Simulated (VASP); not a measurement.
# Si16Ge (a cell with a defect) in VASP: notebook, part 2 of 2

VASP 6.6.1.

### 3 Single point, PBEsol

The input, INCAR:

```
SYSTEM = Si16Ge
ALGO = Normal ; EDIFF = 1E-6
ENCUT = 520 ; GGA = PS
ISIF = 2 ; ISMEAR = 0
LASPH = .True. ; LCHARG = .True.
LELF = .True. ; LREAL = Auto
LVHAR = .True. ; LWAVE = .False.
NBANDS = 53 ; NELM = 80
PREC = Accurate ; SIGMA = 0.05
```

The input, KPOINTS:

```
k-points
0
Gamma
  2 2 2
  0 0 0
```

The input, POSCAR:

```
Si16Ge
1.0
    0.0000000000      5.4300000000      5.4300000000
    5.4300000000      0.0000000000      5.4300000000
    5.4300000000      5.4300000000      0.0000000000
Si Ge
16 1
Direct
    0.0011271559     -0.0027102071      0.0010629144
    0.1210302595      0.1289486447      0.1209597169
   -0.0106372913      0.0032872447      0.5039841321
    0.1209610597      0.1290920473      0.6297155177
    0.0011360520      0.5004122408      0.0010722366
    0.1253133736      0.6246615847      0.1252557722
    0.0011741921      0.5004622630      0.4977822304
    0.1209558426      0.6200908716      0.6297311387
    0.5040458652      0.0033174324     -0.0107489948
    0.6297843793      0.1290985254      0.1208882442
    0.5039983994      0.0038473715      0.5039568202
    0.6257691745      0.1241653068      0.6256421242
    0.4978319466      0.5004667288      0.0011156270
    0.6297969429      0.6200911656      0.1208859953
    0.5040402568      0.4879808635      0.5040093161
    0.6297848577      0.6201775613      0.6297236118
    0.3759199836      0.8739650951      0.3757864370
```

Potentials or basis: VASP PAW PBE potentials, release 64 (Si, Ge_d).

Started as:

```
cat potpaw_PBE.64/Si/POTCAR potpaw_PBE.64/Ge_d/POTCAR > POTCAR
mpirun -np 1 vasp_std > vasp.out
```

OUTCAR:

```text
SYSTEM = Si16Ge
   EDIFF = 1E-6
   ENCUT = 520
   GGA = PS
   ISIF = 2
   ISMEAR = 0
   LASPH = .True.
   LREAL = Auto
   NELM = 80
   PREC = Accurate

 ion  position               nearest neighbor table
   1  0.001  0.997  0.001-  10 2.33   4 2.33   2 2.33   6 2.34
   2  0.121  0.129  0.121-   1 2.33   5 2.33   9 2.40   3 2.40  17 2.77
   3  0.989  0.003  0.504-  12 2.28   2 2.40   4 2.40   8 2.40  17 2.42
   4  0.121  0.129  0.630-   1 2.33   7 2.33  11 2.40   3 2.40  17 2.76
   5  0.001  0.500  0.001-  14 2.33   8 2.33   2 2.33   6 2.34
   6  0.125  0.625  0.125-  13 2.34   7 2.34   5 2.34   1 2.34
   7  0.001  0.500  0.498-   8 2.33   4 2.33  16 2.33   6 2.34
   8  0.121  0.620  0.630-   5 2.33   7 2.33  15 2.40   3 2.40  17 2.76
   9  0.504  0.003  0.989-  12 2.28   2 2.40  10 2.40  14 2.40  17 2.42
  10  0.630  0.129  0.121-   1 2.33  13 2.33  11 2.40   9 2.40  17 2.76
  11  0.504  0.004  0.504-  12 2.28   4 2.40  10 2.40  16 2.41  17 2.42
  12  0.626  0.124  0.626-   3 2.28   9 2.28  11 2.28  15 2.28
  13  0.498  0.500  0.001-  14 2.33  10 2.33  16 2.33   6 2.34
  14  0.630  0.620  0.121-   5 2.33  13 2.33  15 2.40   9 2.40  17 2.76
  15  0.504  0.488  0.504-  12 2.28   8 2.40  14 2.40  16 2.41  17 2.42
  16  0.630  0.620  0.630-   7 2.33  13 2.33  15 2.41  11 2.41  17 2.76
  17  0.376  0.874  0.376-  15 2.42  11 2.42   9 2.42   3 2.42  16 2.76  14 2.76   8 2.76  10 2.76
                             4 2.76   2 2.77

  LATTYP: Found a face centered cubic cell.
 ALAT       =    10.8600000000

  Lattice vectors:

 A1 = (   0.0000000000,   5.4300000000,   5.4300000000)
 A2 = (   5.4300000000,   0.0000000000,   5.4300000000)
 A3 = (   5.4300000000,   5.4300000000,   0.0000000000)

Analysis of symmetry for initial positions (statically):
=====================================================================
 Subroutine PRICEL returns:
 Original cell was already a primitive cell.

 Routine SETGRP: Setting up the symmetry group for a
 face centered cubic supercell.

 Subroutine GETGRP returns: Found  1 space group operations
 (whereof  1 operations were pure point group operations)
 out of a pool of 48 trial point group operations.

[... 154 lines left out ...]
   AEXX    =    0.0000 exact exchange contribution
   IVDW    =     0    specifies the selected vdW correction
   LEPSILON=     F    determine dielectric tensor
   LRPA    =     F    only Hartree local field effects (RPA)
 non-spin polarized calculation
 Gauss-broadening in eV      SIGMA  =   0.05
  energy-cutoff  :      520.00
  volume of cell :      320.21
 maximum number of plane-waves:      8646
 NGX is ok and might be reduce to    60
   NGX = 29   NGY = 29   NGZ = 29

 number of electron      77.9999998 magnetization

 Free energy of the ion-electron system (eV)
  ---------------------------------------------------
  ext. energy  EPLUGINS =         0.00000000
  ---------------------------------------------------
  free energy    TOTEN  =       -92.78713248 eV

  energy without entropy =      -92.77900902  energy(sigma->0) =      -92.78307075

 E-fermi :   6.7941     XC(G=0):  -9.8842

 val. band max:        6.5593134032   @ k =   0.0000   0.0000   0.0000
 cond. band min:       6.7942528090   @ k =   0.0000   0.0000   0.0000
 fundamental gap:      0.2349394058
 Fermi energy:         6.7941206164

 k-point     1 :       0.0000    0.0000    0.0000
  band No.  band energies     occupation
      1     -18.2732      2.00000
      2     -18.2731      2.00000
      3     -18.2731      2.00000
      4     -18.2592      2.00000
      5     -18.2591      2.00000
      6      -6.6124      2.00000
[... 421 lines left out ...]
     50      10.2117      0.00000
     51      10.2165      0.00000
 [bands above 51 left out]

------------------------ aborting loop because EDIFF is reached ----------------------------------------

  FORCE on cell =-STRESS in cart. coord.  units (eV):
  Direction    XX          YY          ZZ          XY          YZ          ZX
  --------------------------------------------------------------------------------------
  -------------------------------------------------------------------------------------
  Total        9.4500623      9.4075241      9.4499966     -0.0009457      0.0037146     -0.0376336
  in kB       47.2841700     47.0713264     47.2838410     -0.0047318      0.0185865     -0.1883029
  external PRESSURE =      47.2131125 kB  Pullay stress =       0.0000000 kB

 VOLUME and BASIS-vectors are now :
 -----------------------------------------------------------------------------
  energy-cutoff  :      520.00
  volume of cell :      320.21
      direct lattice vectors                 reciprocal lattice vectors
     0.000000000  5.430000000  5.430000000    -0.092081031  0.092081031  0.092081031
     5.430000000  0.000000000  5.430000000     0.092081031 -0.092081031  0.092081031
     5.430000000  5.430000000  0.000000000     0.092081031  0.092081031 -0.092081031

 POSITION                                       TOTAL-FORCE (eV/Angst)
 -----------------------------------------------------------------------------------
      5.42106      0.01189      5.42140         0.006783     -0.002214      0.006658
      1.35700      1.31401      1.35739        -0.000388      0.006731     -0.000050
      2.75448      8.10887      5.39009        -0.005551      0.013577      0.003303
      4.12033      4.07617      1.35779        -0.006487     -0.004224     -0.001175
      2.72306      0.01199      2.72341        -0.006903     -0.002217     -0.007072
      4.07205      1.36059      4.07236         0.001070     -0.007955      0.000450
[... 9 lines left out ...]
      6.78696      6.83913      6.78730         0.001368     -0.017812      0.000614
      6.78615      4.08177      6.78688         0.002934     -0.015754      0.002750
 -----------------------------------------------------------------------------------
    total drift:                                0.000709     -0.003969     -0.000095

  FREE ENERGIE OF THE ION-ELECTRON SYSTEM (eV)
  ---------------------------------------------------
  free  energy   TOTEN  =       -92.7871324850 eV

  energy  without entropy=      -92.7790090216  energy(sigma->0) =      -92.78307075
```

OSZICAR:

```text
N       E                     dE             d eps       ncg     rms          rms(c)
DAV:   1     0.392564414350E+03    0.39256E+03   -0.29963E+04  1076   0.159E+03
DAV:   2    -0.304829646762E+02   -0.42305E+03   -0.39290E+03   968   0.393E+02
DAV:   3    -0.912904456639E+02   -0.60807E+02   -0.58565E+02  1037   0.103E+02
DAV:   4    -0.945816798456E+02   -0.32912E+01   -0.32437E+01  1080   0.274E+01
DAV:   5    -0.946833382517E+02   -0.10166E+00   -0.10141E+00  1072   0.476E+00    0.147E+01
DAV:   6    -0.933527993720E+02    0.13305E+01   -0.76852E-01  1032   0.301E+00    0.875E+00
DAV:   7    -0.927862405071E+02    0.56656E+00   -0.12509E+00  1008   0.358E+00    0.598E-01
DAV:   8    -0.927865516019E+02   -0.31109E-03   -0.80369E-02  1056   0.138E+00    0.310E-01
DAV:   9    -0.927869223929E+02   -0.37079E-03   -0.36216E-03  1064   0.263E-01    0.185E-01
DAV:  10    -0.927870962493E+02   -0.17386E-03   -0.28669E-04  1240   0.106E-01    0.586E-02
DAV:  11    -0.927871321278E+02   -0.35878E-04   -0.69494E-05  1024   0.445E-02    0.146E-02
DAV:  12    -0.927871324850E+02   -0.35721E-06   -0.69250E-06  1096   0.125E-02
   1 F= -.92787132E+02 E0= -.92783071E+02  d E =-.812346E-02
```

stdout:

```text
POSCAR found type information on POSCAR SiGe
 POSCAR found :  2 types and      17 ions
 scaLAPACK will be used
 -----------------------------------------------------------------------------
|                                                                             |
|                                                                             |
|     You enforced a specific xc type in the INCAR file but a different       |
|     I HOPE YOU KNOW WHAT YOU ARE DOING!                                     |
|                                                                             |
 -----------------------------------------------------------------------------

 LDA part: xc-table for (Slater+PW92), standard interpolation
 POSCAR, INCAR and KPOINTS ok, starting setup
 FFT: planning ... GRIDC
 FFT: planning ... GRID_SOFT
 FFT: planning ... GRID
 WAVECAR not read
 entering main loop
```

It took 96 s on 1 thread of Intel Xeon 6975P-C (Granite Rapids), shared host; peak memory 0.49 GiB.

Results:

- Free energy: -92.7871 eV
- Pressure: 4.7 GPa
- Largest force: 0.019 eV/Å
- Band gap on the k mesh: zero (bands 39 and 40 overlap by 0.31 eV)

Forces in eV/Å, atoms in the order of the input:
```
Si   0.007 -0.002  0.007
Si   0.000  0.007  0.000
Si  -0.006  0.014  0.003
Si  -0.006 -0.004 -0.001
Si  -0.007 -0.002 -0.007
Si   0.001 -0.008  0.000
Si   0.007  0.009 -0.008
Si   0.002 -0.005  0.007
Si   0.002  0.014 -0.004
Si  -0.001 -0.004 -0.007
Si  -0.004  0.014 -0.003
Si   0.003 -0.019  0.001
Si  -0.008  0.009  0.007
Si   0.008 -0.005  0.001
Si  -0.001  0.017  0.000
Si   0.001 -0.018  0.001
Ge   0.003 -0.016  0.003
```

Levels at points of the mesh, in eV from the Fermi level:
| k point | band 37 | band 38 | band 39 | band 40 | band 41 | band 42 |
| --- | --- | --- | --- | --- | --- | --- |
| (0.00, 0.00, 0.00) | -0.72 | -0.72 | -0.24 | -0.24 | -0.23 | 0.00 |
| (0.50, 0.00, 0.00) | -1.39 | -1.38 | -0.30 | 0.52 | 0.53 | 0.87 |
| (0.00, 0.50, 0.00) | -1.39 | -1.39 | -0.31 | 0.53 | 0.53 | 0.86 |
| (0.00, 0.00, 0.50) | -1.39 | -1.38 | -0.30 | 0.52 | 0.53 | 0.87 |
| (0.50, 0.50, 0.50) | -1.39 | -1.38 | -0.31 | 0.53 | 0.53 | 0.86 |
| (0.50, 0.50, 0.00) | -1.82 | -1.26 | 0.07 | 0.81 | 1.06 | 1.07 |
| (0.00, 0.50, 0.50) | -1.82 | -1.26 | 0.07 | 0.81 | 1.06 | 1.07 |
| (0.50, 0.00, 0.50) | -1.82 | -1.26 | 0.08 | 0.81 | 1.06 | 1.07 |

Caveat: the k points lie up to 0.50 Å⁻¹ apart; the PAW data sets were made with another functional, which shifts forces and pressure a little.

### 4 Single point, PBEsol

The input, INCAR:

```
PREC = Accurate
ENCUT = 520
EDIFF = 1E-7
ISMEAR = 0
SIGMA = 0.05
LREAL = Auto
LASPH = True
NELM = 100
ALGO = Normal
ISIF = 2
LWAVE = False
LCHARG = False
GGA = PS
NBANDS = 53
```

The input, KPOINTS:

```
Automatic mesh
0
Gamma
  2 2 2
```

The input, POSCAR:

```
Si16Ge
1.0
    0.0000000000      5.4300000000      5.4300000000
    5.4300000000      0.0000000000      5.4300000000
    5.4300000000      5.4300000000      0.0000000000
Si Ge
16 1
Direct
   -0.0046942910      0.0046709024      0.0040086556
    0.1270985267      0.1243423573      0.1238996317
   -0.0047331492      0.0045064457      0.4953073665
    0.1208358195      0.1366431860      0.6208993554
   -0.0047362799      0.4957007366      0.0039878453
    0.1207099448      0.6215767956      0.1357852670
   -0.0006358195      0.5003343462      0.4994474217
    0.1208000921      0.6212052486      0.6208477901
    0.4998045120      0.0000890424     -0.0001660221
    0.6239336096      0.1245391344      0.1239866483
    0.5039451197      0.0046699816      0.4953602210
    0.6238586556      0.1243476059      0.6271271639
    0.5038803867      0.4959623389      0.0039437385
    0.6238959484      0.6273659300      0.1239438306
    0.5039322284      0.4957049724      0.4953101289
    0.6357039595      0.6215778085      0.6207750460
    0.2493522099      0.7503422652      0.7494389503
```

Started as:

```
cat potpaw_PBE.64/Si/POTCAR potpaw_PBE.64/Ge_d/POTCAR > POTCAR
mpirun -np 1 vasp_std > vasp.out
```

Run time: 1.9 min. Hardware: 1 thread of Intel Xeon 6975P-C (Granite Rapids), shared host; peak memory 0.49 GiB.

Results (log left out):

| Item | Value |
| --- | --- |
| Free energy | -92.7874 eV |
| Pressure | 4.7 GPa |
| Largest force | 0.004 eV/Å |
| Band gap on the k mesh | zero (bands 39 and 40 overlap by 0.31 eV) |

Forces on the atoms (eV/Å):
```
Si   0.000 -0.002 -0.001
Si   0.001  0.000  0.000
Si   0.000 -0.001  0.000
Si  -0.002  0.001 -0.002
Si   0.000 -0.001  0.000
Si  -0.002  0.001  0.003
Si   0.000  0.004  0.001
Si   0.001  0.000  0.001
Si   0.000  0.001  0.000
Si  -0.001 -0.002 -0.001
Si   0.000 -0.002  0.000
Si  -0.001  0.000  0.001
Si  -0.001 -0.002  0.000
Si   0.000 -0.001  0.000
Si   0.000  0.000  0.000
Si   0.003  0.001 -0.002
Ge   0.000  0.002  0.001
```

Levels at points of the mesh, in eV from the Fermi level:
| k point | band 35 | band 36 | band 37 | band 38 | band 39 | band 40 | band 41 | band 42 | band 43 | band 44 |
| --- | --- | --- | --- | --- | --- | --- | --- | --- | --- | --- |
| (0.00, 0.00, 0.00) | -1.67 | -0.72 | -0.72 | -0.72 | -0.24 | -0.24 | -0.24 | 0.00 | 0.00 | 0.45 |
| (0.50, 0.00, 0.00) | -1.44 | -1.44 | -1.38 | -1.38 | -0.31 | 0.52 | 0.53 | 0.87 | 0.87 | 1.26 |
| (0.00, 0.50, 0.00) | -1.44 | -1.44 | -1.38 | -1.38 | -0.31 | 0.53 | 0.53 | 0.87 | 0.87 | 1.26 |
| (0.00, 0.00, 0.50) | -1.44 | -1.44 | -1.38 | -1.38 | -0.31 | 0.52 | 0.53 | 0.87 | 0.87 | 1.26 |
| (0.50, 0.50, 0.50) | -1.44 | -1.44 | -1.38 | -1.38 | -0.31 | 0.53 | 0.53 | 0.87 | 0.87 | 1.26 |
| (0.50, 0.50, 0.00) | -2.00 | -1.99 | -1.82 | -1.26 | 0.07 | 0.81 | 1.06 | 1.07 | 1.07 | 1.94 |
| (0.00, 0.50, 0.50) | -2.00 | -1.99 | -1.82 | -1.26 | 0.07 | 0.81 | 1.06 | 1.07 | 1.07 | 1.94 |
| (0.50, 0.00, 0.50) | -1.99 | -1.99 | -1.82 | -1.26 | 0.07 | 0.81 | 1.06 | 1.07 | 1.07 | 1.94 |

Caveat: the k points lie up to 0.50 Å⁻¹ apart; the PAW data sets were made with another functional, which shifts forces and pressure a little.

The gap in the log of VASP goes by the Fermi energy; the results here count the filled bands.